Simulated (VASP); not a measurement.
A run of VASP 6.6.1:

The input INCAR:

```
PREC = Accurate
ENCUT = 520
EDIFF = 1E-6
ISMEAR = -1
SIGMA = 0.1
LREAL = Auto
LASPH = True
NELM = 80
ALGO = Normal
ISIF = 2
LWAVE = False
LCHARG = False
GGA = PE
NBANDS = 94
```

Contents of KPOINTS:

```
Automatic mesh
0
Gamma
  2 2 1
```

Contents of POSCAR:

```
Pd
1.0
    7.7800000000      0.0000000000      0.0000000000
    0.0000000000      5.5012910000      0.0000000000
    0.0000000000      0.0000000000     16.1259680000
Pd
16
Direct
    0.2500000000      0.2499958646      0.0620117812
    0.7500000000      0.2499958646      0.0620117812
    0.2500000000      0.7500057714      0.0620117812
    0.7500000000      0.7500057714      0.0620117812
    0.0065295630      0.0040535940      0.1478484888
    0.4773907455      0.0247941801      0.1319796740
    0.0166709512      0.5562512508      0.1536837975
    0.5127763496      0.5306754360      0.1488964880
    0.2803856041      0.3172891599      0.2365935490
    0.7520437018      0.2071150208      0.2394646945
    0.2207197943      0.7861609211      0.2686164328
    0.7541259640      0.7198310360      0.2319984760
   -0.0490231362     -0.1443661133      0.3496100203
    0.5212724936     -0.0247941801      0.3310064859
    0.0157069409      0.3679863508      0.3329226500
    0.5176221080      0.4486401465      0.3285818253
```

Potentials or basis: VASP PAW PBE potentials, release 64 (Pd).

Run with:

```bash
$ cat potpaw_PBE.64/Pd/POTCAR > POTCAR
$ mpirun -np 1 vasp_std > vasp.out
```

Hardware: 1 thread of AMD EPYC 9R45 (Zen 5), on a shared host.

Q: How long does it take, and how much memory?

A: It took 9.1 min on 1 thread of AMD EPYC 9R45 (Zen 5), with other jobs on the host, peak memory 0.63 GiB. Counts: scf iterations 36, k points 4.
